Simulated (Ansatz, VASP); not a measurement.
## W in VASP and in Ansatz

File INCAR:

```
SYSTEM = W
ALGO = Normal
EDIFF = 1E-6
ENCUT = 500
GGA = PS
GGA_COMPAT = .FALSE.
ISIF = 2
ISMEAR = 0
LASPH = .TRUE.
LCHARG = .TRUE.
LELF = .TRUE.
LREAL = .FALSE.
LVHAR = .TRUE.
LWAVE = .FALSE.
NBANDS = 13
NELM = 120
PREC = Accurate
SIGMA = 0.15
```

The input KPOINTS:

```
k-points
0
G
  22 22 22
  0 0 0
```

The input POSCAR:

```
W
1.0
    0.0000000000      2.1960229916      1.6125396827
    2.1960229916      0.0000000000      1.6125396827
    2.1960229916      2.1960229916      0.0000000000
W
1
Direct
    0.0000000000      0.0000000000      0.0000000000
```

Input for Ansatz:

```yaml
crystal:
  lattice:
    - [0.0, 2.1960229916, 1.6125396827]
    - [2.1960229916, 0.0, 1.6125396827]
    - [2.1960229916, 2.1960229916, 0.0]
  atoms:
    - { symbol: W, position: [0.0, 0.0, 0.0] }
basis:
  ecutwfc: 420
kpoints:
  mp_grid: { grid: [22, 22, 22] }
hamiltonian:
  xc: pbesol
  pseudopotentials: { kind: paw, azcp: { folder: soft_1 } }
scf:
  occupations: { method: gaussian, width: 0.15 }
  initial_density: { chi_scale: 0.0 }
  mixing: { algorithm: broyden, beta: 0.3 }
output:
  forces: true
  eigenvalues: true
  stress: true
```

Alike in both runs: task single point; functional PBEsol; k mesh 22 × 22 × 22; occupations gaussian, width 0.15 eV; no spin polarisation.

|  | VASP | Ansatz |
| --- | --- | --- |
| version | VASP 6.6.1 | Ansatz 0.2.0 |
| potentials or method | VASP PAW PBE potentials, release 64 (W_sv), cutoff 500 eV | scalar-relativistic, plane waves, PAW |
| valence electrons in the cell | 14 | 14 |

VASP gave:

```
gap on the k mesh at the Fermi level (eV)                     : none
pressure (GPa)                                                : 3.9
traceless stress, the component that is largest in VASP (GPa) : -7.83
```

Question: Which values does Ansatz return?

Answer: gap on the k mesh at the Fermi level (eV): none; pressure (GPa): 3.2; traceless stress, the component that is largest in VASP (GPa): -7.83.

VASP's potentials were made for PBE, not for PBEsol, and Ansatz warns of the same on its side. A gap of «none» marks a metal or a gap that the smearing closes.

Neither program's run includes spin-orbit coupling.
